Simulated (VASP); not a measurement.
Set up this calculation in VASP 6.6.1, as the native input.

```yaml
Task: electric field gradients
Functional: PBE
Potentials_or_basis: VASP PAW PBE potentials, release 64 (Sn_d, Te)
Cutoff: 520 eV
k_mesh: 11 × 11 × 11
Occupations: fermi-dirac, width 0.08 eV
Spin: no spin polarisation
Dipole_correction: no
Further_INCAR_settings: ALGO = Normal; EDIFF = 1e-08; NBANDS = 17
```

The structure of SnTe lies in POSCAR:

```
SnTe
1.0
    0.0000000000      3.2184078740      3.2184078740
    3.2184078740      0.0000000000      3.2184078740
    3.2184078740      3.2184078740      0.0000000000
Sn Te
1 1
Direct
    0.0000000000      0.0000000000      0.0000000000
    0.5000000000      0.5000000000      0.5000000000
```

The input as run:

INCAR

```
SYSTEM = SnTe
PREC = Accurate
ENCUT = 520
EDIFF = 1E-8
ISMEAR = -1
SIGMA = 0.08
LREAL = .FALSE.
LASPH = .TRUE.
NELM = 100
ALGO = Normal
ISIF = 2
LWAVE = .FALSE.
LCHARG = .FALSE.
GGA = PE
LEFG = .TRUE.
NBANDS = 17
```

KPOINTS

```
Automatic mesh
0
G
  11 11 11
  0 0 0
```

Potentials or basis: VASP PAW PBE potentials, release 64 (Sn_d, Te).

The run is started by

```console
$ cat potpaw_PBE.64/Sn_d/POTCAR potpaw_PBE.64/Te/POTCAR > POTCAR
$ mpirun -np 1 vasp_std > vasp.out
```

Results of the run:

| Quantity | Value |
| --- | --- |
| Pressure | -0.5 GPa |
| Largest electric field gradient by atom | zero within the noise of the run |

Run time: 120 s on 1 thread of Intel Xeon 8259CL, on a shared host, peak memory 0.24 GiB.
